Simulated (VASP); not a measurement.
Wanted: the native input for a VASP 6.6.1 run.

| Quantity | Value |
| --- | --- |
| Task | single point |
| Functional | PBE |
| Potentials or basis | VASP PAW PBE potentials, release 64 (Ta_pv, Si) |
| Cutoff | 520 eV |
| k mesh | 4 × 4 × 1 |
| Occupations | gaussian, width 0.1 eV |
| Spin | no spin polarisation |
| Dipole correction | yes |
| Further INCAR settings | LREAL = Auto; ALGO = Normal; EDIFF = 1e-06; NBANDS = 104 |

The structure of Ta16Si lies in POSCAR:

```
Ta16Si
1.0
    6.6379342679      0.0000000000      0.0000000000
    0.0000000000      6.6379342679      0.0000000000
    0.0000000000      0.0000000000     20.2996559574
Ta Si
16 1
Direct
    0.2500000000      0.2500000000      0.1970476745
    0.2500000000      0.7500000000      0.1970476745
    0.7500000000      0.2500000000      0.1970476745
    0.7500000000      0.7500000000      0.1970476745
    0.0000000000      0.0000000000      0.2787970190
    0.0000000000      0.5000000000      0.2787970190
    0.5000000000      0.0000000000      0.2787970190
    0.5000000000      0.5000000000      0.2787970190
    0.2500000000      0.2500000000      0.3599139064
    0.2500000000      0.7500000000      0.3599139064
    0.7500000000      0.2500000000      0.3599139064
    0.7500000000      0.7500000000      0.3599139064
    0.0000000000      0.0000000000      0.4334879357
    0.0000000000      0.5000000000      0.4334879357
    0.5000000000      0.0000000000      0.4334879357
    0.5000000000      0.5000000000      0.4334879357
    0.1875000000      0.1875000000      0.5074560382
```

One way to write it, as run:

INCAR

```
SYSTEM = Ta16Si
ALGO = Normal
DIPOL = 0.5 0.5 0.328
EDIFF = 1E-6
ENCUT = 520
GGA = PE
IDIPOL = 3
ISIF = 2
ISMEAR = 0
LASPH = .TRUE.
LCHARG = .FALSE.
LDIPOL = .TRUE.
LREAL = Auto
LWAVE = .FALSE.
NBANDS = 104
NELM = 80
PREC = Accurate
SIGMA = 0.1
```

KPOINTS

```
k-points
0
G
  4 4 1
  0 0 0
```

Potentials or basis: VASP PAW PBE potentials, release 64 (Ta_pv, Si).

Command:

```sh
$ cat potpaw_PBE.64/Ta_pv/POTCAR potpaw_PBE.64/Si/POTCAR > POTCAR
$ mpirun -np 1 vasp_std > vasp.out
```

It gave:

The largest force is 3.455 eV/Å and the band gap on the k mesh is zero (band 90 reaches -0.41 eV, above the bottom of band 91 at -1.22 eV).

Caveat: spin-orbit coupling is left out, which moves the levels of the heavy elements.

Wall time 20 min on 1 thread of AMD EPYC 9R45 96-Core Processor (Zen 5), on a shared host, peak memory 0.97 GiB.
